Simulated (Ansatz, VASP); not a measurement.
Two plane-wave programs on WSe2

The input INCAR:

```
SYSTEM = WSe2
ALGO     = Normal         ! electronic algorithm
EDIFF    = 1E-6           ! SCF threshold, eV
ENCUT    = 520            ! plane-wave cutoff, eV
GGA      = PS             ! functional
ISIF     = 2              ! what is computed and relaxed
ISMEAR   = 0              ! smearing method
LASPH    = .TRUE.         ! aspherical terms in the spheres
LCHARG   = .FALSE.        ! write CHGCAR
LREAL    = .FALSE.        ! projectors in reciprocal space
LWAVE    = .FALSE.        ! write WAVECAR
NBANDS   = 20             ! bands
NELM     = 60             ! most SCF steps
PREC     = Accurate       ! precision mode
SIGMA    = 0.05           ! smearing width, eV
```

File KPOINTS:

```
k-points
0
G
  9 9 2
  0 0 0
```

The input POSCAR:

```
WSe2
1.0
    3.3137062657      0.0000000000      0.0000000000
   -1.6568531328      2.8697538067      0.0000000000
    0.0000000000      0.0000000000     16.6611439352
W Se
1 2
Direct
    0.0000000000      0.0000000000      0.0000000000
    0.3333333333      0.6666666667      0.1003991023
    0.3333333333      0.6666666667      0.8996008977
```

Input for Ansatz:

```yaml
crystal:
  lattice:
    - [3.3137062657, 0.0, 0.0]
    - [-1.6568531328, 2.8697538067, 0.0]
    - [0.0, 0.0, 16.6611439352]
  atoms:
    - { symbol: W, position: [0.0, 0.0, 0.0] }
    - { symbol: Se, position: [0.3333333333, 0.6666666667, 0.1003991023] }
    - { symbol: Se, position: [0.3333333333, 0.6666666667, 0.8996008977] }
basis:
  ecutwfc: 420
kpoints:
  mp_grid: { grid: [9, 9, 2] }
hamiltonian:
  xc: pbesol
  pseudopotentials: { kind: paw, azcp: { folder: soft_1 } }
scf:
  occupations: { method: gaussian, width: 0.05 }
output:
  forces: true
  stress: true
  eigenvalues: true
```

Change from the starting cell: mode 9 frozen in at +0.000 Å, equal normal strain along x and y +0.0133.

Alike in both runs: task single point; functional PBEsol; k mesh 9 × 9 × 2; occupations gaussian, width 0.05 eV; no spin polarisation.

|  | VASP | Ansatz |
| --- | --- | --- |
| version | VASP 6.6.1 | Ansatz 0.2.0 |
| potentials or method | VASP PAW PBE potentials, release 64 (W_sv, Se), cutoff 520 eV | scalar-relativistic, plane waves, PAW |
| valence electrons in the cell | 26 | 46 |

|  | VASP | Ansatz | Ansatz less VASP |
| --- | --- | --- | --- |
| gap on the k mesh at the Fermi level (eV) | 1.55 | 1.55 | +0.004 |
| least direct gap on the mesh (eV) | 1.55 | 1.55 | +0.004 |
| rms of the force components (eV/Å) | 0.107 | 0.134 | +0.0271 |

VASP's potentials were made for PBE, not for PBEsol, and Ansatz warns of the same on its side. Atom by atom the forces differ by 0.027 eV/Å (rms over components). With one functional, cell and mesh, what is left measures potentials, basis and numerics. VASP's potentials hold 26 valence electrons a cell and Ansatz's 46, so a difference there can come from the potentials and not from the codes.

Spin-orbit coupling is off throughout.
